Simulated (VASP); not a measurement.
Runs of VASP 6.6.1 on Al. The structure is that of space group P6_3/mmc (No. 194), or close to it. The cells are those of the table. This isn't the form of Al at room conditions, which is fcc.

```tsv
task	cell	k mesh	cutoff (eV)	gap on the mesh (eV)	pressure (GPa)
single point	a = 2.974, b = 2.974, c = 9.867 Å, angles 90.0, 90.0, 120.0°, 4 atoms	14 × 14 × 4	520	none	(a)
single point	a = 2.938, b = 2.938, c = 9.749 Å, angles 90.0, 90.0, 120.0°, 4 atoms	14 × 14 × 4	520	none	-5.0
single point	a = 2.901, b = 2.901, c = 9.627 Å, angles 90.0, 90.0, 120.0°, 4 atoms	14 × 14 × 4	520	none	-2.8
single point	a = 2.744, b = 2.744, c = 9.105 Å, angles 90.0, 90.0, 120.0°, 4 atoms	14 × 14 × 4	520	none	12.5
single point	a = 2.863, b = 2.863, c = 9.502 Å, angles 90.0, 90.0, 120.0°, 4 atoms	17 × 17 × 5	520	none	-0.1
single point	a = 2.785, b = 2.785, c = 9.241 Å, angles 90.0, 90.0, 120.0°, 4 atoms	14 × 14 × 4	520	none	7.3
single point	a = 2.825, b = 2.825, c = 9.373 Å, angles 90.0, 90.0, 120.0°, 4 atoms	14 × 14 × 4	520	none	(b)
relaxation of cell and atoms	relaxed from a = 2.863, b = 2.863, c = 9.352 Å, angles 90.0, 90.0, 120.0°, 4 atoms	13 × 13 × 4	600	none	0.0
single point	a = 2.863, b = 2.863, c = 9.502 Å, angles 90.0, 90.0, 120.0°, 4 atoms	14 × 14 × 4	520	none	-0.2
single point	a = 2.863, b = 2.863, c = 9.502 Å, angles 90.0, 90.0, 120.0°, 4 atoms	13 × 13 × 4	520	none	-0.2
```

Alike in all rows: level RPBE; potentials or basis VASP PAW PBE potentials, release 64 (Al); no spin polarisation; smearing fermi-dirac 0.1 eV.

**Question.** Fill in the values left out.

**Answer.** (a) -6.6; (b) 3.1.

Caveats: the PAW data sets were made with another functional, which shifts forces and pressure a little; the cell stands under pressure (at least some runs); the cell stands under tension (at least some runs).

A gap of «none» marks levels without a gap at the run's occupations.
